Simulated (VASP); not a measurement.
Runs of VASP 6.6.1 on Ca. The structure is that of space group P6_3/mmc (No. 194), or close to it. The cells are those of the table. This isn't the form of Ca at room conditions, which is fcc.

| task | cell | gap on the mesh (eV) | pressure (GPa) |
| --- | --- | --- | --- |
| single point | a = 3.041, b = 3.041, c = 5.024 Å, angles 90.0, 90.0, 120.0°, 2 atoms | none | (a) |
| relaxation of cell and atoms | relaxed to 30 GPa from a = 3.950, b = 3.950, c = 6.450 Å, angles 90.0, 90.0, 120.0°, 2 atoms | none | 30.0 |
| single point | a = 3.768, b = 3.768, c = 6.278 Å, angles 90.0, 90.0, 120.0°, 2 atoms | none | 0.0 |
| single point | a = 2.915, b = 2.915, c = 4.681 Å, angles 90.0, 90.0, 120.0°, 2 atoms | none | 45.4 |
| single point | a = 3.283, b = 3.283, c = 5.340 Å, angles 90.0, 90.0, 120.0°, 2 atoms | none | 15.0 |

Alike in all rows: level LDA; potentials or basis VASP PAW LDA potentials, release 64 (Ca_sv); no spin polarisation; k mesh 5 × 5 × 3; cutoff (eV) 500; smearing methfessel-paxton 0.1 eV.

Question: Fill in the values left out.

Answer: (a) 30.2.

Caveats: all runs use coarse meshes; the cell is relaxed towards a set pressure, so the run minimises the enthalpy, not the energy (at least some runs).

A gap of «none» marks levels without a gap at the run's occupations.
